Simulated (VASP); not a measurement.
Wanted: the native input for a VASP 6.6.1 run.

```
Task                   : single point
Functional             : LDA
Potentials or basis    : VASP PAW LDA potentials, release 64 (Al, N)
Cutoff                 : 600 eV
k mesh                 : 10 × 10 × 10
Occupations            : gaussian, width 0.01 eV
Spin                   : no spin polarisation
Dipole correction      : no
Further INCAR settings : ALGO = Normal; EDIFF = 1e-06; NBANDS = 11
```

The structure of AlN (rock salt) lies in POSCAR:

```
AlN
1.0
    0.0000000000      2.0089257655      2.0089257655
    2.0089257655      0.0000000000      2.0089257655
    2.0089257655      2.0089257655      0.0000000000
Al N
1 1
Direct
    0.0000000000      0.0000000000      0.0000000000
    0.5000000000      0.5000000000      0.5000000000
```

This cell differs from its parent crystal: volume scaled by 0.98.

These files were run (other wordings do the same):

INCAR

```
PREC     = Accurate       # precision mode
ENCUT    = 600            # plane-wave cutoff, eV
EDIFF    = 1E-6           # SCF threshold, eV
ISMEAR   = 0              # smearing method
SIGMA    = 0.01           # smearing width, eV
LREAL    = F              # projectors in reciprocal space
LASPH    = T              # aspherical terms in the spheres
NELM     = 120            # most SCF steps
ALGO     = Normal         # electronic algorithm
ISIF     = 2              # what is computed and relaxed
LWAVE    = F              # write WAVECAR
LCHARG   = F              # write CHGCAR
NBANDS   = 11             # bands
GGA_COMPAT= F
```

KPOINTS

```
Automatic mesh
0
Gamma
  10 10 10
```

Potentials or basis: VASP PAW LDA potentials, release 64 (Al, N).

Run with:

```console
$ cat potpaw_LDA.64/Al/POTCAR potpaw_LDA.64/N/POTCAR > POTCAR
$ mpirun -np 1 vasp_std > vasp.out
```

Results of the run:

```json
{
  "Pressure": "-0.9 GPa",
  "Band gap on the k mesh": "4.64 eV, indirect (least direct gap 6.05 eV)"
}
```

Wall time 3.2 s on 1 thread of Intel(R) Xeon(R) 6975P-C (Granite Rapids), on a shared host, peak memory 0.12 GiB.
